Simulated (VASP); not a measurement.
Set up this calculation in VASP 6.6.1, as the native input.

```yaml
Task: single point
Functional: PBE
Potentials_or_basis: VASP PAW PBE potentials, release 64 (Ce)
Cutoff: 520 eV
k_mesh: 20 × 20 × 20
Occupations: fermi-dirac, width 0.0612256 eV
Spin: no spin polarisation
Dipole_correction: no
Further_INCAR_settings: ALGO = Normal; EDIFF = 1e-07; NBANDS = 12
```

The structure of Ce lies in POSCAR:

```
Ce
1.0
   -1.8834501211      1.8834501211      1.8834501211
    1.8834501211     -1.8834501211      1.8834501211
    1.8834501211      1.8834501211     -1.8834501211
Ce
1
Direct
    0.0000000000      0.0000000000      0.0000000000
```

This isn't the form of Ce at room conditions, which is fcc.

One way to write it, as run:

INCAR

```
  ALGO = Normal
  EDIFF = 1E-7
  ENCUT = 520
  GGA = PE
  ISIF = 2
  ISMEAR = -1
  LASPH = True
  LCHARG = False
  LREAL = False
  LWAVE = False
  NBANDS = 12
  NELM = 80
  PREC = Accurate
  SIGMA = 0.06122561905347299
```

KPOINTS

```
k-points
0
Gamma
  20 20 20
```

Potentials or basis: VASP PAW PBE potentials, release 64 (Ce).

Launch:

```bash
$ cat potpaw_PBE.64/Ce/POTCAR > POTCAR
$ mpirun -np 1 vasp_std > vasp.out
```

It gave:

The pressure is 0.6 GPa and the band gap on the k mesh is zero (bands 6 and 7 overlap by 0.99 eV).

Caveat: spin-orbit coupling is left out, which moves the levels of the heavy elements; semilocal functionals describe open f shells poorly, which spoils levels, moments and volumes.

Wall time 28 s on 1 thread of Intel(R) Xeon(R) 6975P-C (Granite Rapids) (shared host), peak memory 0.22 GiB.
